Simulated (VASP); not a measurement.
Wanted: the native input for a VASP 6.6.1 run.

```
Task                   : single point
Functional             : PBE
Potentials or basis    : VASP PAW PBE potentials, release 64 (Hf_pv, In_d, Si, O)
Cutoff                 : 520 eV
k mesh                 : 4 × 4 × 3
Occupations            : fermi-dirac, width 0.05 eV
Spin                   : no spin polarisation
Hubbard terms          : Hf d U = 6.0 eV
Dipole correction      : no
Further INCAR settings : ALGO = Normal; EDIFF = 1e-06; NBANDS = 63
```

The structure of HfIn4SiO6 lies in POSCAR:

```
HfIn4SiO6
1.0
    2.7158500000     -4.7035700000      0.0083300000
    2.7158500000      4.7035700000      0.0083300000
   -1.8791500000      0.0000000000      7.4012700000
Hf In Si O
1 4 1 6
Direct
    0.7883500000      0.2116500000      0.0000000000
    0.6217500000      0.3782500000      0.5000000000
    0.4550200000      0.5449800000      0.0000000000
    0.2840700000      0.7159300000      0.5000000000
    0.9581400000      0.0418600000      0.5000000000
    0.1216800000      0.8783200000      0.0000000000
    0.0621900000      0.1141500000      0.8666600000
    0.8858500000      0.9378100000      0.1333400000
    0.7949000000      0.5378400000      0.8666300000
    0.4621600000      0.2051000000      0.1333700000
    0.1535200000      0.6287900000      0.1333300000
    0.3712100000      0.8464800000      0.8666700000
```

One way to write it, as run:

INCAR

```
ALGO     = Normal         # electronic algorithm
EDIFF    = 1E-6           # SCF threshold, eV
ENCUT    = 520            # plane-wave cutoff, eV
GGA      = PE             # functional
ISIF     = 2              # what is computed and relaxed
ISMEAR   = -1             # smearing method
LASPH    = T              # aspherical terms in the spheres
LCHARG   = T              # write CHGCAR
LDAU     = T              # DFT+U
LDAUJ    = 0 0 0 0      
LDAUL    = 2 -1 -1 -1     # shell
LDAUPRINT= 1            
LDAUTYPE = 2            
LDAUU    = 6 0 0 0        # U, eV
LELF     = T              # ELF
LMAXMIX  = 4              # l up to which the mixer works
LREAL    = F              # projectors in reciprocal space
LVHAR    = T            
LWAVE    = F              # write WAVECAR
NBANDS   = 63             # bands
NELM     = 150            # most SCF steps
PREC     = Accurate       # precision mode
SIGMA    = 0.05           # smearing width, eV
```

KPOINTS

```
k-points
0
Gamma
  4 4 3
```

Potentials or basis: VASP PAW PBE potentials, release 64 (Hf_pv, In_d, Si, O).

Command:

```console
$ cat potpaw_PBE.64/Hf_pv/POTCAR potpaw_PBE.64/In_d/POTCAR potpaw_PBE.64/Si/POTCAR potpaw_PBE.64/O/POTCAR > POTCAR
$ mpirun -np 1 vasp_std > vasp.out
```

Results of the run:

| Item | Value |
| --- | --- |
| Pressure | 1.9 GPa |
| Largest force | 0.490 eV/Å |
| Band gap on the k mesh | zero (bands 51 and 52 overlap by 1.19 eV) |

Caveat: spin-orbit coupling is left out, which moves the levels of the heavy elements; U without spin polarisation on a metal has little footing.

Wall time 2.5 min on 1 thread of Intel(R) Xeon(R) 6975P-C (Granite Rapids), with other jobs on the host, peak memory 0.4 GiB.
